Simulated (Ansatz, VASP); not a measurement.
## One calculation of YN, two programs

```xyz
2
Lattice="0.0000 2.4280 2.4280 2.4280 0.0000 2.4280 2.4280 2.4280 0.0000" Properties=species:S:1:pos:R:3 pbc="T T T"
Y     0.0000    0.0000    0.0000
N     2.4280    2.4280    2.4280
```

Alike in both runs: functional PBEsol; k mesh 14 × 14 × 14; occupations fermi-dirac, width 0.1 eV; no spin polarisation.

Ansatz relaxed the structure, and its values are those at the end. VASP's run is a single point on that final structure, the one shown.

|  | VASP | Ansatz |
| --- | --- | --- |
| version | VASP 6.6.1 | Ansatz 0.2.0 |
| potentials or method | VASP PAW PBE potentials, release 64 (Y_sv, N) | PAW with Ansatz's default frozen-core files, scalar-relativistic |
| plane-wave cutoff (eV) | 600 | 420 |
| valence electrons in the cell | 16 | 16 |

|  | VASP | Ansatz | Ansatz less VASP |
| --- | --- | --- | --- |
| pressure (GPa) | -0.2 | 0.0 | +0.22 |

VASP's potentials were made for PBE, not for PBEsol.
